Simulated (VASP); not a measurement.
# Ga16N16O (a cell with a defect) in VASP: a series of runs

The runs below take Ga16N16O (a cell with a defect) through single point, with PBE.

All numbers are computed with VASP 6.6.1; they aren't measurements. Logs are shortened: lines on timing, memory, paths and dates and some standing lists are left out, and cuts for length are marked.

### Step 1. The cell of the first run

The cell holds a defect, 33 atoms: a = 6.437 Å, b = 6.437 Å, c = 10.487 Å, α = 90.00°, β = 90.00°, γ = 120.00°.

### Step 2. Single point, PBE

File INCAR:

```
SYSTEM = Ga16N16O
ALGO     = Normal         ! electronic algorithm
EDIFF    = 1E-6           ! SCF threshold, eV
ENCUT    = 520            ! plane-wave cutoff, eV
GGA      = PE             ! functional
ISIF     = 2              ! what is computed and relaxed
ISMEAR   = -1             ! smearing method
LASPH    = .True.         ! aspherical terms in the spheres
LCHARG   = .False.        ! write CHGCAR
LREAL    = Auto         
LWAVE    = .False.        ! write WAVECAR
NBANDS   = 169            ! bands
NELECT   = 296.0        
NELM     = 80             ! most SCF steps
PREC     = Accurate       ! precision mode
SIGMA    = 0.01           ! smearing width, eV
```

File KPOINTS:

```
Automatic mesh
0
Gamma
  1 1 1
  0.25 0.25 0.25
```

File POSCAR:

```
Ga16N16O
1.0
    6.4372426900      0.0000000000      0.0000000000
   -3.2186213500      5.5748157000      0.0000000000
    0.0000000000      0.0000000000     10.4870679900
Ga N O
16 16 1
Direct
    0.3251261755      0.1614272199      0.2445455682
    0.1648921904      0.3327900149      0.5010462414
    0.3397578799      0.1673160245      0.7461311405
    0.1579953098      0.3159899977      1.0033667189
    0.3337050663      0.6665572819      0.2652427735
    0.1648544677      0.8349963928      0.5009854046
    0.3351218349      0.6650582189      0.7568198287
    0.1578191523      0.8424601373      1.0013559567
    0.8377385019      0.1624080595      0.2458499366
    0.6654343602      0.3349059593      0.4935611178
    0.8330506098      0.1673728873      0.7467444673
    0.6667349332      0.3334637592      0.9939319560
    0.8388080131      0.6749643760      0.2444361954
    0.6674299465      0.8355212532      0.5010321288
    0.8326745428      0.6604526855      0.7460879445
    0.6843983665      0.8421069418      1.0034475804
    0.3309320940      0.1662684562      0.4383402496
    0.1772840912      0.3531793885      0.2037567604
    0.3502966491      0.1751326057      0.9263834285
    0.1686567807      0.3326951239      0.6881358075
    0.3327497780      0.6677042256      0.4517750819
    0.1775083153      0.8231922358      0.2011851169
    0.3341484134      0.6665292989      0.9433546163
    0.1680423388      0.8316630091      0.6876532132
    0.8332263344      0.1675298432      0.4393801971
    0.6668812890      0.3333075208      0.1871117839
    0.8256745605      0.1741411828      0.9278100427
    0.6682211512      0.3320877496      0.6784371005
    0.8334790574      0.6693713659      0.4381688957
    0.6470858943      0.8227848680      0.2034670703
    0.8256012006      0.6501113570      0.9263979226
    0.6675452495      0.8320664305      0.6880424545
    0.0007202260     -0.0001130082      0.0745626900
```

Potentials or basis: VASP PAW PBE potentials, release 64 (Ga_d, N, O).

Launch:

```sh
$ cat potpaw_PBE.64/Ga_d/POTCAR potpaw_PBE.64/N/POTCAR potpaw_PBE.64/O/POTCAR > POTCAR
$ mpirun -np 1 vasp_std > vasp.out
```

OUTCAR:

```text
SYSTEM = Ga16N16O
   EDIFF = 1E-6
   ENCUT = 520
   GGA = PE
   ISIF = 2
   ISMEAR = -1
   LASPH = .True.
   LREAL = Auto
   NELECT = 296.0
   NELM = 80
   PREC = Accurate

 ion  position               nearest neighbor table
   1  0.325  0.161  0.245-  22 1.94  18 1.95  26 2.00  17 2.03
   2  0.165  0.333  0.501-  21 1.94  25 1.96  20 1.96  17 1.97
   3  0.340  0.167  0.746-  19 1.89  28 1.96  24 1.97  20 1.97
   4  0.158  0.316  0.003-  33 1.91  27 2.02  19 2.03  23 2.05  18 2.11
   5  0.334  0.667  0.265-  18 1.86  30 1.86  22 1.87  21 1.96
   6  0.165  0.835  0.501-  21 1.94  24 1.96  17 1.96  29 1.96
   7  0.335  0.665  0.757-  23 1.96  20 1.99  32 1.99  24 2.00
   8  0.158  0.842  0.001-  33 1.91  31 2.02  19 2.02  23 2.06  22 2.11
   9  0.838  0.162  0.246-  18 1.95  30 1.95  26 2.00  25 2.03
  10  0.665  0.335  0.494-  28 1.94  17 1.95  29 1.95  25 1.95
  11  0.833  0.167  0.747-  27 1.90  32 1.97  20 1.97  28 1.97
  12  0.667  0.333  0.994-  19 1.90  31 1.90  27 1.90  26 2.03
  13  0.839  0.675  0.244-  30 1.95  22 1.95  26 2.00  29 2.03
  14  0.667  0.836  0.501-  21 1.94  25 1.96  32 1.96  29 1.97
  15  0.833  0.660  0.746-  31 1.89  28 1.96  24 1.97  32 1.97
  16  0.684  0.842  0.003-  33 1.91  27 2.02  31 2.03  23 2.05  30 2.11
  17  0.331  0.166  0.438-  10 1.95   6 1.96   2 1.97   1 2.03
  18  0.177  0.353  0.204-   5 1.86   1 1.95   9 1.95   4 2.11
  19  0.350  0.175  0.926-   3 1.89  12 1.90   8 2.02   4 2.03
  20  0.169  0.333  0.688-   2 1.96  11 1.97   3 1.97   7 1.99
  21  0.333  0.668  0.452-  14 1.94   2 1.94   6 1.94   5 1.96
  22  0.178  0.823  0.201-   5 1.87   1 1.94  13 1.95   8 2.11
[... 8 lines left out ...]
  31  0.826  0.650  0.926-  15 1.89  12 1.90   8 2.02  16 2.03
  32  0.668  0.832  0.688-  14 1.96  11 1.97  15 1.97   7 1.99
  33  0.001  1.000  0.075-   4 1.91   8 1.91  16 1.91

  LATTYP: Found a hexagonal cell.
 ALAT       =     6.4372426900
 C/A-ratio  =     1.6291242221

  Lattice vectors:

 A1 = (   6.4372426900,   0.0000000000,   0.0000000000)
 A2 = (  -3.2186213500,   5.5748157000,   0.0000000000)
 A3 = (   0.0000000000,   0.0000000000,  10.4870679900)

Analysis of symmetry for initial positions (statically):
=====================================================================
 Subroutine PRICEL returns:
 Original cell was already a primitive cell.

 Routine SETGRP: Setting up the symmetry group for a
 hexagonal supercell.

 Subroutine GETGRP returns: Found  1 space group operations
 (whereof  1 operations were pure point group operations)
 out of a pool of 24 trial point group operations.

The static configuration has the point symmetry C_1 .

Analysis of symmetry for dynamics (positions and initial velocities):
=====================================================================
 Subroutine PRICEL returns:
 Original cell was already a primitive cell.

 Routine SETGRP: Setting up the symmetry group for a
 hexagonal supercell.

 Subroutine GETGRP returns: Found  1 space group operations
 (whereof  1 operations were pure point group operations)
 out of a pool of 24 trial point group operations.

The dynamic configuration has the point symmetry C_1 .

 Subroutine INISYM returns: Found  1 space group operations
 (whereof  1 operations are pure point group operations),
 and found     1 'primitive' translations

----------------------------------------------------------------------------------------

                                     Primitive cell

  volume of cell :     376.3436

  direct lattice vectors                    reciprocal lattice vectors
     6.437242690  0.000000000  0.000000000     0.155346015  0.089689064  0.000000000
    -3.218621350  5.574815700  0.000000000     0.000000000  0.179378127  0.000000000
     0.000000000  0.000000000 10.487067990     0.000000000  0.000000000  0.095355537

  length of vectors
     6.437242690  6.437242693 10.487067990     0.179378127  0.179378127  0.095355537

  position of ions in fractional coordinates (direct lattice)
     0.325126176  0.161427220  0.244545568
     0.164892190  0.332790015  0.501046241
     0.339757880  0.167316025  0.746131140
     0.157995310  0.315989998  0.003366719
     0.333705066  0.666557282  0.265242773
     0.164854468  0.834996393  0.500985405
[... 25 lines left out ...]
     0.667545250  0.832066430  0.688042454
     0.000720226  0.999886992  0.074562690

  ion indices of the primitive-cell ions
   primitive index   ion index
                 1           1
                 2           2
                 3           3
                 4           4
                 5           5
                 6           6
[... 25 lines left out ...]
                32          32
                33          33

----------------------------------------------------------------------------------------

 KPOINTS: Automatic mesh

Automatic generation of k-mesh.
 Grid dimensions read from file:
 generate k-points for:    1    1    1

 Generating k-lattice:

  Cartesian coordinates                     Fractional coordinates (reciprocal lattice)
     0.155346015  0.089689064  0.000000000     1.000000000 -0.000000000  0.000000000
     0.000000000  0.179378127  0.000000000     0.000000000  1.000000000  0.000000000
     0.000000000  0.000000000  0.095355537     0.000000000  0.000000000  1.000000000

  Length of vectors
     0.179378127  0.179378127  0.095355537

  Shift w.r.t. Gamma in fractional coordinates (k-lattice)
     0.250000000  0.250000000  0.250000000

 Subroutine IBZKPT returns following result:
 ===========================================

 Found      6 irreducible k-points:

 Following reciprocal coordinates:
            Coordinates               Weight
  0.250000  0.250000  0.250000      2.000000
 -0.250000  0.500000  0.250000      2.000000
  0.500000  0.250000  0.250000      2.000000
 -0.250000 -0.250000  0.250000      2.000000
  0.250000  0.500000  0.250000      2.000000
  0.500000 -0.250000  0.250000      2.000000
   k-points           NKPTS =      6   k-points in BZ     NKDIM =      6   number of bands    NBANDS=    169
   number of dos      NEDOS =    301   number of ions     NIONS =     33
   total plane-waves  NPLWV = 184320
   dimension x,y,z NGX =    48 NGY =   48 NGZ =   80
   dimension x,y,z NGXF=    96 NGYF=   96 NGZF=  160
   ions per type =              16  16   1
   NGX,Y,Z   is equivalent  to a cutoff of  12.40, 12.40, 12.68 a.u.
   NGXF,Y,Z  is equivalent  to a cutoff of  24.79, 24.79, 25.36 a.u.
 SYSTEM =  Ga16N16O
   PREC   = accura    normal or accurate (medium, high low for compatibility)
   ISTART =      0    job   : 0-new  1-cont  2-samecut
   ICHARG =      2    charge: 1-file 2-atom 10-const
   ISPIN  =      1    spin polarized calculation?
   LNONCOLLINEAR =      F non collinear calculations
   LSORBIT =      F    spin-orbit coupling
   LASPH  =      T    aspherical Exc in radial PAW
   ENCUT  =  520.0 eV  38.22 Ry    6.18 a.u.  11.97 11.97 19.50*2*pi/ulx,y,z
   NELM   =     80;   NELMIN=  2; NELMDL= -5     # of ELM steps
   EDIFF  = 0.1E-05   stopping-criterion for ELM
   LREAL  =      T    real-space projection
   EDIFFG = 0.1E-04   stopping-criterion for IOM
   NSW    =      0    number of steps for IOM
   IBRION =     -1    ionic relax: 0-MD 1-quasi-New 2-CG
   NFREE  =      0    steps in history (QN), initial steepest desc. (CG)
   ISIF   =      2    stress and relaxation
   ISYM   =      2    0-nonsym 1-usesym 2-fastsym
   POTIM  = 0.5000    time-step for ionic-motion
   TEBEG  =    0.0;   TEEND  =   0.0 temperature during run
   PSTRESS=    0.0 pullay stress
   NELECT =     296.0000    total number of electrons
   NUPDOWN=      -1.0000    fix difference up-down
   EMIN   =  10.00;   EMAX   =-10.00  energy-range for DOS
   EFERMI =   0.00;   METHOD = LEGACY
   ISMEAR =    -1;   SIGMA  =   0.01  broadening in eV -4-tet -1-fermi 0-gaus
   EFERMI_NEDOS =   21; number of points for ismear=-14 and -15
   IALGO  =     38    algorithm
   IMIX   =      4    mixing-type and parameters
     AMIX     =   0.40;   BMIX     =  1.00
     AMIX_MAG =   1.60;   BMIX_MAG =  1.00
  volume/ion in A,a.u.               =      11.40        76.96
  Fermi-wavevector in a.u.,A,eV,Ry     =   1.511160  2.855679 31.070344  2.283606
  Thomas-Fermi vector in A             =   2.621254
   LORBIT       =      0    0 simple, 1 ext, 2 COOP (PROOUT), +10 PAW based schemes
   GGA     = PE    functional components
   LHFCALC =     F    Hartree Fock is set to
   AEXX    =    0.0000 exact exchange contribution
   IVDW    =     0    specifies the selected vdW correction
   LEPSILON=     F    determine dielectric tensor
   LRPA    =     F    only Hartree local field effects (RPA)
 non-spin polarized calculation
  energy-cutoff  :      520.00
  volume of cell :      376.34
 maximum number of plane-waves:     10144
   NGX = 23   NGY = 23   NGZ = 39

 number of electron     295.9999971 magnetization

 Free energy of the ion-electron system (eV)
  ---------------------------------------------------
  ext. energy  EPLUGINS =         0.00000000
  ---------------------------------------------------
  free energy    TOTEN  =      -187.68629017 eV

  energy without entropy =     -187.68629017  energy(sigma->0) =     -187.68629017

 E-fermi :   6.4171     XC(G=0): -11.7148

 val. band max:        6.1248171859   @ k =   0.5000  -0.2500   0.2500
 cond. band min:       9.1224686591   @ k =   0.5000  -0.2500   0.2500
 fundamental gap:      2.9976514732
 Fermi energy:         6.4171432208

 k-point     1 :       0.2500    0.2500    0.2500
  band No.  band energies     occupation
      1     -12.1544      2.00000
      2     -10.4547      2.00000
      3     -10.2379      2.00000
      4     -10.1578      2.00000
      5     -10.1111      2.00000
      6     -10.0194      2.00000
[... 152 lines left out ...]
    159      11.1122      0.00000
    160      11.2603      0.00000
[... 813 lines left out ...]
    159      11.0974      0.00000
    160      11.2555      0.00000
 [bands above 160 left out]

------------------------ aborting loop because EDIFF is reached ----------------------------------------

  FORCE on cell =-STRESS in cart. coord.  units (eV):
  Direction    XX          YY          ZZ          XY          YZ          ZX
  --------------------------------------------------------------------------------------
  -------------------------------------------------------------------------------------
  Total       28.0520603     27.9560063     39.2973956     -0.0574791     -0.0536193      0.1330633
  in kB      119.4237944    119.0148712    167.2976617     -0.2447010     -0.2282692      0.5664797
  external PRESSURE =     135.2454424 kB  Pullay stress =       0.0000000 kB

 VOLUME and BASIS-vectors are now :
 -----------------------------------------------------------------------------
  energy-cutoff  :      520.00
  volume of cell :      376.34
      direct lattice vectors                 reciprocal lattice vectors
     6.437242690  0.000000000  0.000000000     0.155346015  0.089689064  0.000000000
    -3.218621350  5.574815700  0.000000000     0.000000000  0.179378127  0.000000000
     0.000000000  0.000000000 10.487067990     0.000000000  0.000000000  0.095355537

 POSITION                                       TOTAL-FORCE (eV/Angst)
 -----------------------------------------------------------------------------------
      1.57334      0.89993      2.56457        -0.026965      0.039170      0.015728
     -0.00967      1.85524      5.25451         0.074561     -0.015008      0.009922
      1.64858      0.93276      7.82473        -0.054067      0.035786     -0.008393
      0.00000      1.76159      0.03531         0.030854      0.010445     -0.034502
      0.00275      3.71593      2.78162        -0.051438      0.041125     -0.011427
     -1.62633      4.65495      5.25387         0.051739     -0.028370     -0.016303
[... 25 lines left out ...]
      1.61904      4.63862      7.21555         0.009924     -0.005412     -0.028490
     -3.21362      5.57419      0.78194        -0.016653      0.007466      0.052511
 -----------------------------------------------------------------------------------
    total drift:                                0.000371     -0.001734      0.000517

  FREE ENERGIE OF THE ION-ELECTRON SYSTEM (eV)
  ---------------------------------------------------
  free  energy   TOTEN  =      -187.6862901728 eV

  energy  without entropy=     -187.6862901728  energy(sigma->0) =     -187.68629017
```

Wall time 28 min (1 thread of Intel Xeon Platinum 8488C (Sapphire Rapids), shared host); peak memory 0.58 GiB.

What came out:

- Free energy: -187.6863 eV
- Largest force: 0.217 eV/Å

Forces in eV/Å, atoms in the order of the input:
```
Ga  -0.027  0.039  0.016
Ga   0.075 -0.015  0.010
Ga  -0.054  0.036 -0.008
Ga   0.031  0.010 -0.035
Ga  -0.051  0.041 -0.011
Ga   0.052 -0.028 -0.016
Ga  -0.040  0.029  0.002
Ga   0.076 -0.025  0.051
Ga  -0.010  0.003 -0.054
Ga   0.047 -0.031  0.008
Ga  -0.057  0.036  0.064
Ga   0.061 -0.029 -0.019
Ga  -0.036  0.016  0.016
Ga   0.048 -0.032  0.008
Ga  -0.069  0.034  0.002
Ga   0.005 -0.025 -0.043
N    0.000  0.029  0.031
N   -0.040 -0.033 -0.072
N   -0.023 -0.012  0.054
N   -0.026 -0.007 -0.043
N   -0.010 -0.008 -0.009
N    0.113 -0.092  0.161
N   -0.013 -0.010 -0.007
N    0.013  0.013  0.046
N    0.008 -0.029 -0.072
N    0.032 -0.019  0.017
N   -0.087  0.066 -0.161
N    0.003 -0.005 -0.015
N    0.012 -0.020  0.045
N   -0.004  0.055 -0.043
N   -0.020  0.011  0.054
N    0.010 -0.005 -0.028
O   -0.017  0.007  0.053
```

Caveat: the k points lie up to 0.56 Å⁻¹ apart; the cell carries a net charge on a neutralising background, which shifts energy and pressure; the cell is charged against a uniform background, so pressure and absolute levels hang on convention.

### Step 3. Single point, PBE

File INCAR:

```
PREC = Accurate ; ENCUT = 520
EDIFF = 1E-6 ; ISMEAR = -1
SIGMA = 0.01 ; LREAL = Auto
LASPH = T ; NELM = 80
ALGO = Normal ; ISIF = 2
LWAVE = F ; LCHARG = T
GGA = PE ; LELF = T
LVHAR = T ; NELECT = 296.0
NBANDS = 169
```

KPOINTS is that of step 2.

File POSCAR:

```
Ga16N16O
1.0
    6.4372426900      0.0000000000      0.0000000000
   -3.2186213500      5.5748157000      0.0000000000
    0.0000000000      0.0000000000     10.4870679900
Ga N O
16 16 1
Direct
    0.3268368357      0.1626758711      0.2494720166
    0.1656757979      0.3346806604      0.5043010120
    0.3456006685      0.1707828655      0.7531420610
    0.1606880103      0.3228011645      0.9941856017
    0.3341642690      0.6660726022      0.2527552031
    0.1661626502      0.8347913636      0.5038808755
    0.3352015304      0.6659545714      0.7549205371
    0.1617959682      0.8399723420      0.9931519477
    0.8372612674      0.1623928124      0.2494874642
    0.6658320951      0.3350064111      0.4964562073
    0.8304041091      0.1703710133      0.7538244252
    0.6671796418      0.3335627759      1.0096968962
    0.8379488522      0.6733442327      0.2494938530
    0.6660749797      0.8349641047      0.5042726914
    0.8308801306      0.6556602400      0.7529016697
    0.6778006060      0.8381660043      0.9941568044
    0.3298967718      0.1663794913      0.4401755576
    0.1705296600      0.3404898210      0.1942708870
    0.3738556215      0.1881396725      0.9297171535
    0.1678348652      0.3318292657      0.6910797190
    0.3331804826      0.6677252129      0.4439042452
    0.1711398390      0.8299732671      0.1935200575
    0.3339365417      0.6665678652      0.9404433164
    0.1679756349      0.8334860290      0.6900887843
    0.8341813261      0.1666150147      0.4403379481
    0.6670366724      0.3333277905      0.1984265766
    0.8123035215      0.1841185530      0.9306281803
    0.6686693675      0.3326240902      0.6787015214
    0.8344868597      0.6710212860      0.4400872584
    0.6596611885      0.8288369067      0.1941368171
    0.8149123877      0.6265557801      0.9294080108
    0.6694773582      0.8333870122      0.6909795004
   -0.0002074381      0.0008468441      0.0135193173
```

Potentials or basis: VASP PAW PBE potentials, release 64 (Ga_d, N, O).

Launch:

```sh
$ cat potpaw_PBE.64/Ga_d/POTCAR potpaw_PBE.64/N/POTCAR potpaw_PBE.64/O/POTCAR > POTCAR
$ mpirun -np 1 vasp_std > vasp.out
```

It took 26 min on 1 thread of Intel Xeon Platinum 8488C (Sapphire Rapids), shared host; peak memory 0.58 GiB.

The run converged. Its results:

```
Free energy   : -186.0932 eV
Largest force : 3.092 eV/Å
```

Forces in eV/Å, atoms in the order of the input:
```
Ga  -0.081  0.016 -0.124
Ga   0.057 -0.023 -0.078
Ga  -0.033  0.061 -0.267
Ga   0.047  0.082  0.036
Ga  -0.095  0.055  0.182
Ga   0.065 -0.036 -0.109
Ga  -0.018  0.018 -0.035
Ga   0.040 -0.018  0.103
Ga  -0.007  0.003 -0.107
Ga   0.066 -0.037 -0.133
Ga  -0.086  0.050 -0.249
Ga   0.030 -0.032 -0.481
Ga  -0.034  0.078 -0.129
Ga   0.050 -0.024 -0.078
Ga  -0.081  0.003 -0.267
Ga  -0.070 -0.078  0.037
N    0.001  0.016 -0.037
N    0.024  0.157  0.141
N   -0.256 -0.181 -0.350
N   -0.009 -0.007 -0.125
N   -0.023  0.004  0.132
N    0.203 -0.145  0.207
N   -0.035  0.009 -0.026
N    0.014 -0.001  0.003
N    0.001 -0.013 -0.071
N    0.034 -0.023 -0.268
N    0.041  0.029 -0.511
N    0.001 -0.010 -0.166
N    0.002 -0.019 -0.021
N   -0.130 -0.066  0.153
N    0.015  0.329 -0.321
N    0.004 -0.023 -0.117
O    0.264 -0.173  3.076
```

Levels at points of the mesh, in eV from the Fermi level:
```
           k point  band 144  band 145  band 146  band 147  band 148  band 149  band 150  band 151  band 152  band 153
(0.25, 0.25, 0.25)     -2.51     -2.39     -1.16     -0.55     -0.27      2.05      2.81      2.85      3.00      3.14
```

Caveat: the k points lie up to 0.56 Å⁻¹ apart; the cell carries a net charge on a neutralising background, which shifts energy and pressure; the cell is charged against a uniform background, so pressure and absolute levels hang on convention.

[end of part 1 of 2]
